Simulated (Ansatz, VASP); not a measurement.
# ZnS in VASP and in Ansatz

INCAR

```
  PREC = Accurate
  ENCUT = 520
  EDIFF = 1E-6
  ISMEAR = 0
  SIGMA = 0.01
  LREAL = False
  LASPH = True
  NELM = 80
  ALGO = Normal
  ISIF = 2
  LWAVE = False
  LCHARG = True
  GGA = PE
  LELF = True
  LVHAR = True
  NBANDS = 26
```

Contents of KPOINTS:

```
regular mesh
0
Gamma
  3 3 2
```

The input POSCAR:

```
ZnS
1.0
    3.8110000000      0.0000000000      0.0000000000
   -1.9055000000      3.3004228138      0.0000000000
    0.0000000000      0.0000000000      6.2340000000
Zn S
2 2
Direct
    0.3333330000      0.6666670000      0.0000000000
    0.6666670000      0.3333330000      0.5000000000
    0.3333330000      0.6666670000      0.3850000000
    0.6666670000      0.3333330000      0.8850000000
```

Input for Ansatz:

```yaml
crystal:
  lattice:
    - [3.811, 0.0, 0.0]
    - [-1.905499999999999, 3.300422813822496, 0.0]
    - [0.0, 0.0, 6.234]
  atoms:
    - { symbol: Zn, position: [0.333333, 0.666667, 0.0] }
    - { symbol: Zn, position: [0.666667, 0.333333, 0.5] }
    - { symbol: S, position: [0.333333, 0.666667, 0.38500000000000006] }
    - { symbol: S, position: [0.666667, 0.333333, 0.8849999999999999] }
basis:
  ecutwfc: 435.382179935808
kpoints:
  mp_grid:
    grid: [3, 3, 2]
hamiltonian:
  xc: pbe
scf:
  occupations:
    method: fixed
output:
  forces: true
  stress: true
```

Alike in both runs: task single point; functional PBE; k mesh 3 × 3 × 2; no spin polarisation.

|  | VASP | Ansatz |
| --- | --- | --- |
| version | VASP 6.6.1 | Ansatz 0.2.0 |
| potentials or method | VASP PAW PBE potentials, release 64 (Zn, S), cutoff 520 eV | plane waves, PAW |
| occupations | gaussian, width 0.01 eV | fixed |
| valence electrons in the cell | 36 | 36 |

VASP gave:

* pressure (GPa): 3.1
* traceless stress, the component that is largest in VASP (GPa): -2.44
* rms of the force components (eV/Å): 0.216

Task: Which values does Ansatz return?

Result: Pressure (GPa): 3.0; traceless stress, the component that is largest in VASP (GPa): -2.41; rms of the force components (eV/Å): 0.214.

Atom by atom the forces differ by 0.002 eV/Å (rms over components). Ansatz's warnings: structure snapped to symmetry.

The k mesh is coarse, so the values compare programs but aren't converged.
